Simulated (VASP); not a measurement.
# Ti (Im-3m) in VASP: notebook

Runs on Ti. Level: PBE. Tasks: single point.

All numbers are computed with VASP 6.6.1; they aren't measurements. Logs are shortened: lines on timing, memory, paths and dates and some standing lists are left out, and cuts for length are marked.

## Step 1: The cell of the first run

It takes space group Im-3m (No. 229, cubic). The conventional cell has a = 3.047 Å, b = 3.047 Å, c = 3.047 Å, α = 90.00°, β = 90.00°, γ = 90.00°. Ti (site symmetry m-3m) has 14 Ti at 2.64 to 3.05 Å within 3.5 Å.

This isn't the form of Ti at room conditions, which is hcp.

## Step 2: Single point, PBE, collinear spin (14.15 Å³/atom)

File INCAR:

```
SYSTEM = Ti
PREC = Accurate
ENCUT = 520
EDIFF = 1E-7
ISMEAR = 0
SIGMA = 0.15
LREAL = .False.
LASPH = .True.
NELM = 150
ALGO = Fast
ISIF = 2
LWAVE = .False.
LCHARG = .False.
ISPIN = 2
MAGMOM = 1
LORBIT = 11
NUPDOWN = 1.0
LMAXMIX = 4
GGA = PE
NBANDS = 16
```

File KPOINTS:

```
regular mesh
0
Gamma
  22 22 22
  0 0 0
```

File POSCAR:

```
Ti
1.0
   -1.5235541254      1.5235541254      1.5235541254
    1.5235541254     -1.5235541254      1.5235541254
    1.5235541254      1.5235541254     -1.5235541254
Ti
1
Direct
    0.0000000000      0.0000000000      0.0000000000
```

Potentials or basis: VASP PAW PBE potentials, release 64 (Ti_sv).

Run with:

```
cat potpaw_PBE.64/Ti_sv/POTCAR > POTCAR
mpirun -np 1 vasp_std > vasp.out
```

OUTCAR:

```text
SYSTEM = Ti
   PREC = Accurate
   ENCUT = 520
   EDIFF = 1E-7
   ISMEAR = 0
   LREAL = .False.
   LASPH = .True.
   NELM = 150
   ISIF = 2
   ISPIN = 2
   LORBIT = 11
   NUPDOWN = 1.0
   GGA = PE

 ion  position               nearest neighbor table
   1  0.000  0.000  0.000-

  LATTYP: Found a body centered cubic cell.
 ALAT       =     3.0471082508

  Lattice vectors:

 A1 = (  -1.5235541254,   1.5235541254,   1.5235541254)
 A2 = (   1.5235541254,  -1.5235541254,   1.5235541254)
 A3 = (   1.5235541254,   1.5235541254,  -1.5235541254)

Analysis of symmetry for initial positions (statically):
=====================================================================
 Subroutine PRICEL returns:
 Original cell was already a primitive cell.

 Routine SETGRP: Setting up the symmetry group for a
 body centered cubic supercell.

 Subroutine GETGRP returns: Found 48 space group operations
 (whereof 48 operations were pure point group operations)
 out of a pool of 48 trial point group operations.

The static configuration has the point symmetry O_h .

Analysis of symmetry for dynamics (positions and initial velocities):
=====================================================================
 Subroutine PRICEL returns:
 Original cell was already a primitive cell.

 Routine SETGRP: Setting up the symmetry group for a
 body centered cubic supercell.

 Subroutine GETGRP returns: Found 48 space group operations
 (whereof 48 operations were pure point group operations)
 out of a pool of 48 trial point group operations.

The dynamic configuration has the point symmetry O_h .

Analysis of structural, dynamic, and magnetic symmetry:
=====================================================================
 Subroutine PRICEL returns:
 Original cell was already a primitive cell.

 Routine SETGRP: Setting up the symmetry group for a
 body centered cubic supercell.

 Subroutine GETGRP returns: Found 48 space group operations
 (whereof 48 operations were pure point group operations)
 out of a pool of 48 trial point group operations.

The overall configuration has the point symmetry O_h .

 Subroutine INISYM returns: Found 48 space group operations
 (whereof 48 operations are pure point group operations),
 and found     1 'primitive' translations

----------------------------------------------------------------------------------------

                                     Primitive cell

  volume of cell :      14.1460

  direct lattice vectors                    reciprocal lattice vectors
    -1.523554125  1.523554125  1.523554125     0.000000000  0.328180005  0.328180005
     1.523554125 -1.523554125  1.523554125     0.328180005  0.000000000  0.328180005
     1.523554125  1.523554125 -1.523554125     0.328180005  0.328180005  0.000000000

  length of vectors
     2.638873153  2.638873153  2.638873153     0.464116614  0.464116614  0.464116614

  position of ions in fractional coordinates (direct lattice)
     0.000000000  0.000000000  0.000000000

  ion indices of the primitive-cell ions
   primitive index   ion index
                 1           1

----------------------------------------------------------------------------------------

 KPOINTS: regular mesh

Automatic generation of k-mesh.
 Grid dimensions read from file:
 generate k-points for:   22   22   22

 Generating k-lattice:

  Cartesian coordinates                     Fractional coordinates (reciprocal lattice)
     0.000000000  0.014917273  0.014917273     0.045454545  0.000000000  0.000000000
     0.014917273  0.000000000  0.014917273     0.000000000  0.045454545  0.000000000
     0.014917273  0.014917273  0.000000000     0.000000000  0.000000000  0.045454545

  Length of vectors
     0.021096210  0.021096210  0.021096210

  Shift w.r.t. Gamma in fractional coordinates (k-lattice)
     0.000000000  0.000000000  0.000000000

 Subroutine IBZKPT returns following result:
 ===========================================

 Found    328 irreducible k-points:

 Following reciprocal coordinates:
            Coordinates               Weight
  0.000000  0.000000  0.000000      1.000000
  0.045455  0.000000  0.000000     12.000000
  0.090909  0.000000  0.000000     12.000000
  0.136364  0.000000  0.000000     12.000000
  0.181818  0.000000  0.000000     12.000000
  0.227273  0.000000  0.000000     12.000000
[... 16 lines left out ...]
  0.090909  0.090909  0.000000     24.000000
  0.136364  0.090909 -0.000000     48.000000
 [... further k-points ...]
   k-points           NKPTS =    328   k-points in BZ     NKDIM =    328   number of bands    NBANDS=     16
   number of dos      NEDOS =    301   number of ions     NIONS =      1
   total plane-waves  NPLWV =   8000
   dimension x,y,z NGX =    20 NGY =   20 NGZ =   20
   dimension x,y,z NGXF=    40 NGYF=   40 NGZF=   40
   ions per type =               1
   NGX,Y,Z   is equivalent  to a cutoff of  12.60, 12.60, 12.60 a.u.
   NGXF,Y,Z  is equivalent  to a cutoff of  25.20, 25.20, 25.20 a.u.
 SYSTEM =  Ti
   PREC   = accura    normal or accurate (medium, high low for compatibility)
   ISTART =      0    job   : 0-new  1-cont  2-samecut
   ICHARG =      2    charge: 1-file 2-atom 10-const
   ISPIN  =      2    spin polarized calculation?
   LNONCOLLINEAR =      F non collinear calculations
   LSORBIT =      F    spin-orbit coupling
   LASPH  =      T    aspherical Exc in radial PAW
   ENCUT  =  520.0 eV  38.22 Ry    6.18 a.u.   4.91  4.91  4.91*2*pi/ulx,y,z
   NELM   =    150;   NELMIN=  2; NELMDL= -5     # of ELM steps
   EDIFF  = 0.1E-06   stopping-criterion for ELM
   LREAL  =      F    real-space projection
   EDIFFG = 0.1E-05   stopping-criterion for IOM
   NSW    =      0    number of steps for IOM
   IBRION =     -1    ionic relax: 0-MD 1-quasi-New 2-CG
   NFREE  =      0    steps in history (QN), initial steepest desc. (CG)
   ISIF   =      2    stress and relaxation
   ISYM   =      2    0-nonsym 1-usesym 2-fastsym
   POTIM  = 0.5000    time-step for ionic-motion
   TEBEG  =    0.0;   TEEND  =   0.0 temperature during run
   PSTRESS=    0.0 pullay stress
   NELECT =      12.0000    total number of electrons
   NUPDOWN=       1.0000    fix difference up-down
   EMIN   =  10.00;   EMAX   =-10.00  energy-range for DOS
   EFERMI =   0.00;   METHOD = LEGACY
   ISMEAR =     0;   SIGMA  =   0.15  broadening in eV -4-tet -1-fermi 0-gaus
   EFERMI_NEDOS =   21; number of points for ismear=-14 and -15
   IALGO  =     68    algorithm
   IMIX   =      4    mixing-type and parameters
     AMIX     =   0.40;   BMIX     =  1.00
     AMIX_MAG =   1.60;   BMIX_MAG =  1.00
  volume/ion in A,a.u.               =      14.15        95.46
  Fermi-wavevector in a.u.,A,eV,Ry     =   1.549735  2.928574 32.676809  2.401678
  Thomas-Fermi vector in A             =   2.654499
   LORBIT       =     11    0 simple, 1 ext, 2 COOP (PROOUT), +10 PAW based schemes
   GGA     = PE    functional components
   LHFCALC =     F    Hartree Fock is set to
   AEXX    =    0.0000 exact exchange contribution
   IVDW    =     0    specifies the selected vdW correction
   LEPSILON=     F    determine dielectric tensor
   LRPA    =     F    only Hartree local field effects (RPA)
 spin polarized calculation
 RMM-DIIS sequential band-by-band and
 Gauss-broadening in eV      SIGMA  =   0.15
  energy-cutoff  :      520.00
  volume of cell :       14.15
 maximum number of plane-waves:       394
   NGX =  9   NGY =  9   NGZ =  9

 number of electron      12.0000007 magnetization       1.0000001

 Free energy of the ion-electron system (eV)
  ---------------------------------------------------
  ext. energy  EPLUGINS =         0.00000000
  ---------------------------------------------------
  free energy    TOTEN  =        -7.40953067 eV

  energy without entropy =       -7.38966845  energy(sigma->0) =       -7.39959956

 E-fermi :  10.2407     XC(G=0): -12.4722

 val. band max:       10.5756931564   @ k =  -0.2273   0.2727   0.0909
 cond. band min:      10.2466234222   @ k =   0.4091   0.1364   0.0000
 fundamental gap:     -0.3290697342
 Fermi energy:        10.5765043048

 spin component 1

 k-point     1 :       0.0000    0.0000    0.0000
  band No.  band energies     occupation
      1     -46.0798      1.00000
      2     -21.5943      1.00000
      3     -21.5943      1.00000
      4     -21.5943      1.00000
      5       3.7004      1.00000
      6      11.1445      0.00000
[... 8 lines left out ...]
     15      36.7151      0.00000
     16      42.4474      0.00000
[... 419 lines left out ...]
 k-point    24 :       0.1364    0.0909   -0.0000
  band No.  band energies     occupation
      1     -45.9807      1.00000
      2     -22.0433      1.00000
      3     -21.7073      1.00000
      4     -21.6295      1.00000
      5       5.2048      1.00000
      6      10.5229      0.69350
[... 8 lines left out ...]
     15      35.1320      0.00000
     16      38.6618      0.00000

 [... further k-points ...]

 spin component 2

 k-point     1 :       0.0000    0.0000    0.0000
  band No.  band energies     occupation
      1     -45.4495      1.00000
      2     -20.9705      1.00000
      3     -20.9705      1.00000
      4     -20.9705      1.00000
      5       4.5170      1.00000
      6      12.0075      0.00000
[... 8 lines left out ...]
     15      37.2713      0.00000
     16      43.1022      0.00000
[... 419 lines left out ...]
 k-point    24 :       0.1364    0.0909   -0.0000
  band No.  band energies     occupation
      1     -45.3518      1.00000
      2     -21.4114      1.00000
      3     -21.0809      1.00000
      4     -21.0054      1.00000
      5       6.0177      1.00000
      6      11.3788      0.00000
[... 8 lines left out ...]
     15      35.8139      0.00000
     16      39.4508      0.00000

 [... further k-points ...]

------------------------ aborting loop because EDIFF is reached ----------------------------------------

  FORCE on cell =-STRESS in cart. coord.  units (eV):
  Direction    XX          YY          ZZ          XY          YZ          ZX
  --------------------------------------------------------------------------------------
  -------------------------------------------------------------------------------------
  Total        2.9152945      2.9152945      2.9152945      0.0000000      0.0000000      0.0000000
  in kB      330.1865364    330.1865364    330.1865364      0.0000000      0.0000000      0.0000000
  external PRESSURE =     330.1865364 kB  Pullay stress =       0.0000000 kB

 VOLUME and BASIS-vectors are now :
 -----------------------------------------------------------------------------
  energy-cutoff  :      520.00
  volume of cell :       14.15
      direct lattice vectors                 reciprocal lattice vectors
    -1.523554125  1.523554125  1.523554125     0.000000000  0.328180005  0.328180005
     1.523554125 -1.523554125  1.523554125     0.328180005  0.000000000  0.328180005
     1.523554125  1.523554125 -1.523554125     0.328180005  0.328180005  0.000000000

 POSITION                                       TOTAL-FORCE (eV/Angst)
 -----------------------------------------------------------------------------------
      0.00000      0.00000      0.00000         0.000000     -0.000000      0.000000
 -----------------------------------------------------------------------------------
    total drift:                                0.000000     -0.000000      0.000000

  FREE ENERGIE OF THE ION-ELECTRON SYSTEM (eV)
  ---------------------------------------------------
  free  energy   TOTEN  =        -7.4095306710 eV

  energy  without entropy=       -7.3896684458  energy(sigma->0) =       -7.39959956

 total charge

# of ion       s       p       d       tot
------------------------------------------
    1        2.289   6.154   2.109  10.553

 magnetization (x)

# of ion       s       p       d       tot
------------------------------------------
    1        0.009   0.074   0.663   0.747
```

It took 4 min on 1 thread of Intel Xeon 8259CL, shared host; peak memory 0.22 GiB.

What came out:

| Property | Result |
| --- | --- |
| Free energy | -7.4095 eV |
| Pressure | 33.0 GPa |
| Net moment | 1.00 μB per cell |
| Site moments | Ti +0.75 μB |
| Valence electrons inside the program's atomic spheres | Ti 10.55 |

Caveat: the cell stands under pressure; the total moment is fixed, so each spin has its own Fermi level.

## Step 3: Single point, PBE, collinear spin (14.15 Å³/atom)

File INCAR:

```
PREC     = Accurate       # precision mode
ENCUT    = 520            # plane-wave cutoff, eV
EDIFF    = 1E-6           # SCF threshold, eV
ISMEAR   = 0              # smearing method
SIGMA    = 0.15           # smearing width, eV
LREAL    = False          # projectors in reciprocal space
LASPH    = True           # aspherical terms in the spheres
NELM     = 150            # most SCF steps
ALGO     = Normal         # electronic algorithm
ISIF     = 2              # what is computed and relaxed
LWAVE    = False          # write WAVECAR
LCHARG   = True           # write CHGCAR
ISPIN    = 2              # spin polarisation
MAGMOM   = 0.4            # initial moments
LORBIT   = 11             # projections on sites
NUPDOWN  = 0.4            # fixed moment
LMAXMIX  = 4              # l up to which the mixer works
GGA      = PE             # functional
LELF     = True           # ELF
LVHAR    = True         
NBANDS   = 16             # bands
```

File KPOINTS:

```
Automatic mesh
0
Gamma
  22 22 22
```

POSCAR is that of step 2.

Potentials or basis: VASP PAW PBE potentials, release 64 (Ti_sv).

Run with:

```
cat potpaw_PBE.64/Ti_sv/POTCAR > POTCAR
mpirun -np 1 vasp_std > vasp.out
```

OUTCAR:

```text
PREC = Accurate
   ENCUT = 520
   EDIFF = 1E-6
   ISMEAR = 0
   LREAL = False
   LASPH = True
   NELM = 150
   ISIF = 2
   ISPIN = 2
   LORBIT = 11
   NUPDOWN = 0.4
   GGA = PE

 ion  position               nearest neighbor table
   1  0.000  0.000  0.000-

  LATTYP: Found a body centered cubic cell.
 ALAT       =     3.0471082508

  Lattice vectors:

 A1 = (  -1.5235541254,   1.5235541254,   1.5235541254)
[... 1120 lines left out ...]
  --------------------------------------------------------------------------------------
  -------------------------------------------------------------------------------------
  Total        2.5888335      2.5888335      2.5888335     -0.0000000     -0.0000000     -0.0000000
  in kB      293.2115339    293.2115339    293.2115339     -0.0000000     -0.0000000     -0.0000000
  external PRESSURE =     293.2115339 kB  Pullay stress =       0.0000000 kB

 VOLUME and BASIS-vectors are now :
 -----------------------------------------------------------------------------
  energy-cutoff  :      520.00
  volume of cell :       14.15
      direct lattice vectors                 reciprocal lattice vectors
    -1.523554125  1.523554125  1.523554125     0.000000000  0.328180005  0.328180005
     1.523554125 -1.523554125  1.523554125     0.328180005  0.000000000  0.328180005
     1.523554125  1.523554125 -1.523554125     0.328180005  0.328180005  0.000000000

 POSITION                                       TOTAL-FORCE (eV/Angst)
 -----------------------------------------------------------------------------------
      0.00000      0.00000      0.00000        -0.000000      0.000000      0.000000
 -----------------------------------------------------------------------------------
    total drift:                                0.000000     -0.000000      0.000000

  FREE ENERGIE OF THE ION-ELECTRON SYSTEM (eV)
  ---------------------------------------------------
  free  energy   TOTEN  =        -7.4821176039 eV

  energy  without entropy=       -7.4619599946  energy(sigma->0) =       -7.47203880

 total charge

# of ion       s       p       d       tot
------------------------------------------
    1        2.288   6.144   2.123  10.555

 magnetization (x)

# of ion       s       p       d       tot
------------------------------------------
    1        0.004   0.032   0.259   0.295
```

It took 2.1 min on 1 thread of Intel Xeon 8259CL, shared host; peak memory 0.22 GiB.

Results:

```
Free energy                                           : -7.4821 eV
Pressure                                              : 29.3 GPa
Net moment                                            : 0.40 μB per cell
Site moments                                          : Ti +0.29 μB
Valence electrons inside the program's atomic spheres : Ti 10.55
```

Caveat: the cell stands under pressure; the total moment is fixed, so each spin has its own Fermi level.

(Part 1 of 2 ends here.)
